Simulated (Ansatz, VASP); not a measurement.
## Two plane-wave programs on CeO2

File INCAR:

```
SYSTEM = CeO2
PREC     = Accurate       ! precision mode
ENCUT    = 600            ! plane-wave cutoff, eV
EDIFF    = 1E-6           ! SCF threshold, eV
ISMEAR   = 0              ! smearing method
SIGMA    = 0.01           ! smearing width, eV
LREAL    = .FALSE.        ! projectors in reciprocal space
LASPH    = .TRUE.         ! aspherical terms in the spheres
NELM     = 60             ! most SCF steps
ALGO     = Normal         ! electronic algorithm
ISIF     = 3              ! what is computed and relaxed
LWAVE    = .FALSE.        ! write WAVECAR
LCHARG   = .FALSE.        ! write CHGCAR
GGA      = PS             ! functional
IBRION   = 2              ! ionic algorithm
NSW      = 80             ! ionic steps
EDIFFG   = -0.001         ! ionic threshold
```

File KPOINTS:

```
Automatic mesh
0
G
  12 12 12
  0 0 0
```

The input POSCAR:

```
CeO2
1.0
    0.0000000000      2.6990184294      2.6990184294
    2.6990184294      0.0000000000      2.6990184294
    2.6990184294      2.6990184294      0.0000000000
Ce O
1 2
Direct
    0.0000000000      0.0000000000      0.0000000000
    0.2500000000      0.2500000000      0.2500000000
    0.7500000000      0.7500000000      0.7500000000
```

Input for Ansatz:

```yaml
crystal:
  lattice:
    - [0.0, 2.6990184294, 2.6990184294]
    - [2.6990184294, 0.0, 2.6990184294]
    - [2.6990184294, 2.6990184294, 0.0]
  atoms:
    - { symbol: Ce, position: [0.0, 0.0, 0.0] }
    - { symbol: O, position: [0.25, 0.25, 0.25] }
    - { symbol: O, position: [0.75, 0.75, 0.75] }
basis:
  ecutwfc: 420
kpoints:
  mp_grid: { grid: [12, 12, 12] }
hamiltonian:
  xc: pbesol
scf:
  occupations: { method: fixed }
output:
  forces: true
  stress: true
  eigenvalues: true
relax:
  adjacent_minimum: "off"
  f_tol: 0.001
  max_steps: 60
  cell: { stress_tol: 0.01 }
```

Alike in both runs: task relaxation of cell and atoms; functional PBEsol; k mesh 12 × 12 × 12; no spin polarisation.

|  | VASP | Ansatz |
| --- | --- | --- |
| version | VASP 6.6.1 | Ansatz 0.2.0 |
| potentials or method | VASP PAW PBE potentials, release 64 (Ce, O), cutoff 600 eV | scalar-relativistic, plane waves, PAW |
| occupations | gaussian, width 0.01 eV | fixed |
| valence electrons in the cell | 24 | 24 |

```tsv
	VASP	Ansatz	Ansatz less VASP
gap on the k mesh at the Fermi level, each at its own relaxed structure (eV)	1.97	1.99	+0.023
relaxed volume (Å³/atom)	13.10	13.11	+0.004
relaxed cell length with the largest relative difference (Å)	3.817	3.817	+0.0004
```

VASP's potentials were made for PBE, not for PBEsol.

Spin-orbit coupling is off throughout.
